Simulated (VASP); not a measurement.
# Sc3Ge (Pm-3m) in VASP: notebook

Runs on Sc3Ge. Level: PBE. Tasks: single point, relaxation of cell and atoms.

Everything below comes from runs of VASP 6.6.1. Logs are shortened: lines on timing, memory, paths and dates and some standing lists are left out, and cuts for length are marked.

### 1 The cell of the first run

Symmetry: Pm-3m, No. 221, cubic system. The conventional cell has a = 4.197 Å, b = 4.197 Å, c = 4.197 Å, α = 90.00°, β = 90.00°, γ = 90.00°. Sc (site symmetry 4/mmm) has 8 Sc at 2.97 Å and 4 Ge at 2.97 Å within 3.9 Å. Within 3.9 Å of Ge (site symmetry m-3m) lie 12 Sc at 2.97 Å.

### 2 Single point, PBE

Contents of INCAR:

```
SYSTEM = Sc3Ge
  PREC = Accurate
  ENCUT = 520
  EDIFF = 1E-7
  ISMEAR = 0
  SIGMA = 0.1
  LREAL = .FALSE.
  LASPH = .TRUE.
  NELM = 100
  ALGO = Normal
  ISIF = 2
  LWAVE = .FALSE.
  LCHARG = .FALSE.
  GGA = PE
  NBANDS = 32
```

Contents of KPOINTS:

```
regular mesh
0
G
  4 4 4
  0 0 0
```

Contents of POSCAR:

```
Sc3Ge
1.0
    4.1974007957      0.0000000000      0.0000000000
    0.0000000000      4.1974007957      0.0000000000
    0.0000000000      0.0000000000      4.1974007957
Sc Ge
3 1
Direct
    0.0000000000      0.5000000000      0.5000000000
    0.5000000000      0.0000000000      0.5000000000
    0.5000000000      0.5000000000      0.0000000000
    0.0000000000      0.0000000000      0.0000000000
```

Potentials or basis: VASP PAW PBE potentials, release 64 (Sc_sv, Ge_d).

Run with:

```console
$ cat potpaw_PBE.64/Sc_sv/POTCAR potpaw_PBE.64/Ge_d/POTCAR > POTCAR
$ mpirun -np 1 vasp_std > vasp.out
```

OUTCAR:

```text
SYSTEM = Sc3Ge
   PREC = Accurate
   ENCUT = 520
   EDIFF = 1E-7
   ISMEAR = 0
   LREAL = .FALSE.
   LASPH = .TRUE.
   NELM = 100
   ISIF = 2
   GGA = PE

 ion  position               nearest neighbor table
   1  0.000  0.500  0.500-   2 2.97   3 2.97   4 2.97   3 2.97   4 2.97   2 2.97   4 2.97   4 2.97
                             2 2.97   3 2.97   3 2.97   2 2.97
   2  0.500  0.000  0.500-   1 2.97   3 2.97   4 2.97   3 2.97   4 2.97   1 2.97   3 2.97   3 2.97
                             1 2.97   4 2.97   4 2.97   1 2.97
   3  0.500  0.500  0.000-   1 2.97   2 2.97   4 2.97   1 2.97   2 2.97   2 2.97   4 2.97   2 2.97
                             1 2.97   4 2.97   1 2.97   4 2.97
   4  0.000  0.000  0.000-   1 2.97   2 2.97   3 2.97   1 2.97   2 2.97   1 2.97   3 2.97   1 2.97
                             2 2.97   3 2.97   2 2.97   3 2.97

  LATTYP: Found a simple cubic cell.
 ALAT       =     4.1974007957

  Lattice vectors:

 A1 = (   4.1974007957,   0.0000000000,   0.0000000000)
 A2 = (   0.0000000000,   4.1974007957,   0.0000000000)
 A3 = (   0.0000000000,   0.0000000000,   4.1974007957)

Analysis of symmetry for initial positions (statically):
=====================================================================
 Subroutine PRICEL returns:
 Original cell was already a primitive cell.

 Routine SETGRP: Setting up the symmetry group for a
 simple cubic supercell.

 Subroutine GETGRP returns: Found 48 space group operations
 (whereof 48 operations were pure point group operations)
 out of a pool of 48 trial point group operations.

The static configuration has the point symmetry O_h .

Analysis of symmetry for dynamics (positions and initial velocities):
=====================================================================
 Subroutine PRICEL returns:
 Original cell was already a primitive cell.

 Routine SETGRP: Setting up the symmetry group for a
 simple cubic supercell.

 Subroutine GETGRP returns: Found 48 space group operations
 (whereof 48 operations were pure point group operations)
 out of a pool of 48 trial point group operations.

The dynamic configuration has the point symmetry O_h .

 Subroutine INISYM returns: Found 48 space group operations
 (whereof 48 operations are pure point group operations),
 and found     1 'primitive' translations

----------------------------------------------------------------------------------------

                                     Primitive cell

  volume of cell :      73.9505

  direct lattice vectors                    reciprocal lattice vectors
     4.197400796  0.000000000  0.000000000     0.238242677  0.000000000  0.000000000
     0.000000000  4.197400796  0.000000000     0.000000000  0.238242677  0.000000000
     0.000000000  0.000000000  4.197400796     0.000000000  0.000000000  0.238242677

  length of vectors
     4.197400796  4.197400796  4.197400796     0.238242677  0.238242677  0.238242677

  position of ions in fractional coordinates (direct lattice)
     0.000000000  0.500000000  0.500000000
     0.500000000  0.000000000  0.500000000
     0.500000000  0.500000000  0.000000000
     0.000000000  0.000000000  0.000000000

  ion indices of the primitive-cell ions
   primitive index   ion index
                 1           1
                 2           2
                 3           3
                 4           4

----------------------------------------------------------------------------------------

 KPOINTS: regular mesh

Automatic generation of k-mesh.
 Grid dimensions read from file:
 generate k-points for:    4    4    4

 Generating k-lattice:

  Cartesian coordinates                     Fractional coordinates (reciprocal lattice)
     0.059560669  0.000000000  0.000000000     0.250000000  0.000000000  0.000000000
     0.000000000  0.059560669  0.000000000     0.000000000  0.250000000  0.000000000
     0.000000000  0.000000000  0.059560669     0.000000000  0.000000000  0.250000000

  Length of vectors
     0.059560669  0.059560669  0.059560669

  Shift w.r.t. Gamma in fractional coordinates (k-lattice)
     0.000000000  0.000000000  0.000000000

 Subroutine IBZKPT returns following result:
 ===========================================

 Found     10 irreducible k-points:

 Following reciprocal coordinates:
            Coordinates               Weight
  0.000000  0.000000  0.000000      1.000000
  0.250000  0.000000  0.000000      6.000000
  0.500000  0.000000  0.000000      3.000000
  0.250000  0.250000  0.000000     12.000000
  0.500000  0.250000  0.000000     12.000000
  0.500000  0.500000  0.000000      3.000000
  0.250000  0.250000  0.250000      8.000000
  0.500000  0.250000  0.250000     12.000000
  0.500000  0.500000  0.250000      6.000000
  0.500000  0.500000  0.500000      1.000000
   k-points           NKPTS =     10   k-points in BZ     NKDIM =     10   number of bands    NBANDS=     32
   number of dos      NEDOS =    301   number of ions     NIONS =      4
   total plane-waves  NPLWV =  32768
   dimension x,y,z NGX =    32 NGY =   32 NGZ =   32
   dimension x,y,z NGXF=    64 NGYF=   64 NGZF=   64
   ions per type =               3   1
   NGX,Y,Z   is equivalent  to a cutoff of  12.67, 12.67, 12.67 a.u.
   NGXF,Y,Z  is equivalent  to a cutoff of  25.35, 25.35, 25.35 a.u.
 SYSTEM =  Sc3Ge
   PREC   = accura    normal or accurate (medium, high low for compatibility)
   ISTART =      0    job   : 0-new  1-cont  2-samecut
   ICHARG =      2    charge: 1-file 2-atom 10-const
   ISPIN  =      1    spin polarized calculation?
   LNONCOLLINEAR =      F non collinear calculations
   LSORBIT =      F    spin-orbit coupling
   LASPH  =      T    aspherical Exc in radial PAW
   ENCUT  =  520.0 eV  38.22 Ry    6.18 a.u.   7.80  7.80  7.80*2*pi/ulx,y,z
   NELM   =    100;   NELMIN=  2; NELMDL= -5     # of ELM steps
   EDIFF  = 0.1E-06   stopping-criterion for ELM
   LREAL  =      F    real-space projection
   EDIFFG = 0.1E-05   stopping-criterion for IOM
   NSW    =      0    number of steps for IOM
   IBRION =     -1    ionic relax: 0-MD 1-quasi-New 2-CG
   NFREE  =      0    steps in history (QN), initial steepest desc. (CG)
   ISIF   =      2    stress and relaxation
   ISYM   =      2    0-nonsym 1-usesym 2-fastsym
   POTIM  = 0.5000    time-step for ionic-motion
   TEBEG  =    0.0;   TEEND  =   0.0 temperature during run
   PSTRESS=    0.0 pullay stress
   NELECT =      47.0000    total number of electrons
   NUPDOWN=      -1.0000    fix difference up-down
   EMIN   =  10.00;   EMAX   =-10.00  energy-range for DOS
   EFERMI =   0.00;   METHOD = LEGACY
   ISMEAR =     0;   SIGMA  =   0.10  broadening in eV -4-tet -1-fermi 0-gaus
   EFERMI_NEDOS =   21; number of points for ismear=-14 and -15
   IALGO  =     38    algorithm
   IMIX   =      4    mixing-type and parameters
     AMIX     =   0.40;   BMIX     =  1.00
     AMIX_MAG =   1.60;   BMIX_MAG =  1.00
  volume/ion in A,a.u.               =      18.49       124.76
  Fermi-wavevector in a.u.,A,eV,Ry     =   1.407539  2.659862 26.955389  1.981165
  Thomas-Fermi vector in A             =   2.529788
   LORBIT       =      0    0 simple, 1 ext, 2 COOP (PROOUT), +10 PAW based schemes
   GGA     = PE    functional components
   LHFCALC =     F    Hartree Fock is set to
   AEXX    =    0.0000 exact exchange contribution
   IVDW    =     0    specifies the selected vdW correction
   LEPSILON=     F    determine dielectric tensor
   LRPA    =     F    only Hartree local field effects (RPA)
 non-spin polarized calculation
 Gauss-broadening in eV      SIGMA  =   0.10
  energy-cutoff  :      520.00
  volume of cell :       73.95
 maximum number of plane-waves:      2012
 NGX is ok and might be reduce to    32
   NGX = 15   NGY = 15   NGZ = 15

 number of electron      47.0000022 magnetization

 Free energy of the ion-electron system (eV)
  ---------------------------------------------------
  ext. energy  EPLUGINS =         0.00000000
  ---------------------------------------------------
  free energy    TOTEN  =       -24.60423115 eV

  energy without entropy =      -24.56149089  energy(sigma->0) =      -24.58286102

 E-fermi :   6.1665     XC(G=0): -11.1510

 val. band max:        6.1526227970   @ k =   0.5000   0.0000   0.0000
 cond. band min:       6.1836055374   @ k =   0.2500   0.2500   0.0000
 fundamental gap:      0.0309827404
 Fermi energy:         6.1665100751

 k-point     1 :       0.0000    0.0000    0.0000
  band No.  band energies     occupation
      1     -43.0638      2.00000
      2     -42.8738      2.00000
      3     -42.8738      2.00000
      4     -21.9909      2.00000
      5     -21.9909      2.00000
      6     -21.9909      2.00000
[... 24 lines left out ...]
     31       9.4061      0.00000
     32      10.1574      0.00000

 k-point     2 :       0.2500    0.0000    0.0000
  band No.  band energies     occupation
      1     -43.0396      2.00000
      2     -42.8980      2.00000
      3     -42.8735      2.00000
      4     -21.9384      2.00000
      5     -21.9384      2.00000
      6     -21.9131      2.00000
[... 24 lines left out ...]
     31       9.4471      0.00000
     32       9.9254      0.00000

 k-point     3 :       0.5000    0.0000    0.0000
  band No.  band energies     occupation
      1     -43.0003      2.00000
      2     -42.9371      2.00000
      3     -42.8731      2.00000
      4     -21.8646      2.00000
      5     -21.8646      2.00000
      6     -21.7615      2.00000
[... 24 lines left out ...]
     31       8.6686      0.00000
     32       9.0466      0.00000

 k-point     4 :       0.2500    0.2500    0.0000
  band No.  band energies     occupation
      1     -43.0180      2.00000
      2     -42.9051      2.00000
      3     -42.8872      2.00000
      4     -21.9735      2.00000
      5     -21.8833      2.00000
      6     -21.7997      2.00000
[... 24 lines left out ...]
     31       9.0776      0.00000
     32       9.6446      0.00000

 k-point     5 :       0.5000    0.2500    0.0000
  band No.  band energies     occupation
      1     -42.9814      2.00000
      2     -42.9366      2.00000
      3     -42.8915      2.00000
      4     -21.9001      2.00000
      5     -21.8847      2.00000
      6     -21.8004      2.00000
[... 24 lines left out ...]
     31       9.2581      0.00000
     32       9.4022      0.00000

 k-point     6 :       0.5000    0.5000    0.0000
  band No.  band energies     occupation
      1     -42.9363      2.00000
      2     -42.9362      2.00000
      3     -42.9362      2.00000
      4     -21.9829      2.00000
      5     -21.9016      2.00000
      6     -21.6888      2.00000
[... 24 lines left out ...]
     31       8.5988      0.00000
     32       8.7998      0.00000

 k-point     7 :       0.2500    0.2500    0.2500
  band No.  band energies     occupation
      1     -42.9999      2.00000
      2     -42.9047      2.00000
      3     -42.9047      2.00000
      4     -22.0349      2.00000
      5     -21.8395      2.00000
      6     -21.8395      2.00000
[... 24 lines left out ...]
     31       8.9653      0.00000
     32       9.2638      0.00000

 k-point     8 :       0.5000    0.2500    0.2500
  band No.  band energies     occupation
      1     -42.9679      2.00000
      2     -42.9362      2.00000
      3     -42.9043      2.00000
      4     -22.0167      2.00000
      5     -21.9106      2.00000
      6     -21.8734      2.00000
[... 24 lines left out ...]
     31       9.1325      0.00000
     32       9.2026      0.00000

 k-point     9 :       0.5000    0.5000    0.2500
  band No.  band energies     occupation
      1     -42.9358      2.00000
      2     -42.9357      2.00000
      3     -42.9357      2.00000
      4     -22.0723      2.00000
      5     -21.9789      2.00000
      6     -21.8885      2.00000
[... 24 lines left out ...]
     31       8.7838      0.00000
     32       9.0438      0.00000

 k-point    10 :       0.5000    0.5000    0.5000
  band No.  band energies     occupation
      1     -42.9353      2.00000
      2     -42.9353      2.00000
      3     -42.9353      2.00000
      4     -22.1791      2.00000
      5     -21.9749      2.00000
      6     -21.9749      2.00000
[... 24 lines left out ...]
     31       8.5670      0.00000
     32       9.2035      0.00000

------------------------ aborting loop because EDIFF is reached ----------------------------------------

  FORCE on cell =-STRESS in cart. coord.  units (eV):
  Direction    XX          YY          ZZ          XY          YZ          ZX
  --------------------------------------------------------------------------------------
  -------------------------------------------------------------------------------------
  Total        4.2995612      4.2995612      4.2995612      0.0000000      0.0000000      0.0000000
  in kB       93.1522608     93.1522608     93.1522608      0.0000000      0.0000000      0.0000000
  external PRESSURE =      93.1522608 kB  Pullay stress =       0.0000000 kB

 VOLUME and BASIS-vectors are now :
 -----------------------------------------------------------------------------
  energy-cutoff  :      520.00
  volume of cell :       73.95
      direct lattice vectors                 reciprocal lattice vectors
     4.197400796  0.000000000  0.000000000     0.238242677  0.000000000  0.000000000
     0.000000000  4.197400796  0.000000000     0.000000000  0.238242677  0.000000000
     0.000000000  0.000000000  4.197400796     0.000000000  0.000000000  0.238242677

 POSITION                                       TOTAL-FORCE (eV/Angst)
 -----------------------------------------------------------------------------------
      0.00000      2.09870      2.09870         0.000000      0.000000      0.000000
      2.09870      0.00000      2.09870         0.000000      0.000000      0.000000
      2.09870      2.09870      0.00000         0.000000      0.000000      0.000000
      0.00000      0.00000      0.00000         0.000000      0.000000      0.000000
 -----------------------------------------------------------------------------------
    total drift:                                0.000000     -0.000000     -0.000000

  FREE ENERGIE OF THE ION-ELECTRON SYSTEM (eV)
  ---------------------------------------------------
  free  energy   TOTEN  =       -24.6042311472 eV

  energy  without entropy=      -24.5614908866  energy(sigma->0) =      -24.58286102
```

It took 21 s on 1 thread of Intel Xeon 6975P-C (Granite Rapids), shared host; peak memory 0.17 GiB.

What came out:

```
Free energy : -24.6042 eV
Pressure    : 9.3 GPa
```

Caveat: the k points lie up to 0.37 Å⁻¹ apart.

### 3 Single point, PBE

This run uses another cell than the first one, of 20.73 Å³/atom, 1.121 times its volume.

Contents of INCAR:

```
ALGO = Normal
EDIFF = 1E-7
ENCUT = 520
GGA = PE
ISIF = 2
ISMEAR = 0
LASPH = True
LCHARG = True
LELF = True
LREAL = False
LVHAR = True
LWAVE = False
NBANDS = 32
NELM = 100
PREC = Accurate
SIGMA = 0.1
```

Contents of KPOINTS:

```
k-points
0
Gamma
  4 4 4
```

Contents of POSCAR:

```
Sc3Ge
1.0
    4.3605632280      0.0000000000      0.0000000000
    0.0000000000      4.3605632280      0.0000000000
    0.0000000000      0.0000000000      4.3605632280
Sc Ge
3 1
Direct
    0.0000000000      0.5000000000      0.5000000000
    0.5000000000      0.0000000000      0.5000000000
    0.5000000000      0.5000000000      0.0000000000
    0.0000000000      0.0000000000      0.0000000000
```

Potentials or basis: VASP PAW PBE potentials, release 64 (Sc_sv, Ge_d).

Run with:

```console
$ cat potpaw_PBE.64/Sc_sv/POTCAR potpaw_PBE.64/Ge_d/POTCAR > POTCAR
$ mpirun -np 1 vasp_std > vasp.out
```

Run time: 17 s. Hardware: 1 thread of Intel Xeon 6975P-C (Granite Rapids), shared host; peak memory 0.17 GiB.

Results (log left out):

| Quantity | Value |
| --- | --- |
| Free energy | -24.8389 eV |
| Pressure | -0.2 GPa |

Levels at points of the mesh, in eV from the Fermi level:
| k point | band 19 | band 20 | band 21 | band 22 | band 23 | band 24 | band 25 | band 26 | band 27 | band 28 |
| --- | --- | --- | --- | --- | --- | --- | --- | --- | --- | --- |
| (0.00, 0.00, 0.00) | -3.09 | -1.22 | -1.22 | -0.69 | -0.69 | -0.69 | -0.59 | -0.59 | -0.59 | 2.28 |
| (0.50, 0.00, 0.00) | -4.72 | -1.78 | -1.78 | -1.65 | -0.09 | 0.02 | 0.79 | 0.79 | 1.31 | 1.49 |
| (0.50, 0.50, 0.00) | -3.67 | -3.67 | -2.01 | -1.53 | 0.07 | 0.25 | 0.25 | 1.02 | 1.02 | 1.80 |
| (0.50, 0.50, 0.50) | -2.29 | -2.29 | -2.29 | -1.61 | -1.61 | -1.61 | 0.46 | 1.25 | 1.25 | 1.25 |

Caveat: the k points lie up to 0.36 Å⁻¹ apart.

(Continued in part 2 of 2.)
